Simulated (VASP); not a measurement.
Runs of VASP 6.6.1 on GaAs. The structure is that of space group P-6m2 (No. 187), or close to it. The cells are those of the table. 

```tsv
level	spin	cell	k mesh	smearing	grid for exact exchange (PRECFOCK)	share of exact exchange	gap on the mesh (eV)	pressure (GPa)
PBE	off	a = 3.606, b = 3.606, c = 3.573 Å, angles 90.0, 90.0, 120.0°, 2 atoms	9 × 9 × 8	gaussian 0.02 eV	-	-	none	-0.4
PBE	off	a = 3.606, b = 3.606, c = 3.573 Å, angles 90.0, 90.0, 120.0°, 2 atoms	9 × 9 × 8	gaussian 0.023 eV	-	-	none	-0.4
PBE	off	a = 3.606, b = 3.606, c = 3.573 Å, angles 90.0, 90.0, 120.0°, 2 atoms	9 × 9 × 8	gaussian 0.014 eV	-	-	none	-0.3
PBE	off	a = 3.606, b = 3.606, c = 3.573 Å, angles 90.0, 90.0, 120.0°, 2 atoms	9 × 9 × 8	gaussian 0.018 eV	-	-	none	-0.3
PBE	off	a = 3.606, b = 3.606, c = 3.573 Å, angles 90.0, 90.0, 120.0°, 2 atoms	9 × 9 × 8	gaussian 0.013 eV	-	-	none	-0.4
PBE0	off	a = 3.754, b = 3.754, c = 3.246 Å, angles 90.0, 90.0, 120.0°, 2 atoms	5 × 5 × 4	fermi-dirac 0.05 eV	Normal	0.25	none	0.2
PBE	off	a = 3.606, b = 3.606, c = 3.573 Å, angles 90.0, 90.0, 120.0°, 2 atoms	9 × 9 × 8	gaussian 0.019 eV	-	-	none	-0.3
PBE	off	a = 3.606, b = 3.606, c = 3.573 Å, angles 90.0, 90.0, 120.0°, 2 atoms	9 × 9 × 8	gaussian 0.021 eV	-	-	none	-0.3
PBE	off	a = 3.606, b = 3.606, c = 3.573 Å, angles 90.0, 90.0, 120.0°, 2 atoms	9 × 9 × 8	gaussian 0.022 eV	-	-	none	-0.3
r2SCAN	non-collinear, zero start, SOC	a = 3.606, b = 3.606, c = 3.573 Å, angles 90.0, 90.0, 120.0°, 2 atoms	7 × 7 × 6	fermi-dirac 0.05 eV	-	-	-	(a)
```

Alike in all rows: task single point; potentials or basis VASP PAW PBE potentials, release 64 (Ga_d, As); cutoff (eV) 520.

Fill in the values left out.

(a) -2.6.

Caveats: some runs use coarse meshes; the PAW data sets were made with another functional, which shifts forces and pressure a little (at least some runs).

A k mesh can miss the band edges, and rows without SOC leave out spin-orbit coupling on As, Ga.

A gap of «none» marks levels without a gap at the run's occupations.
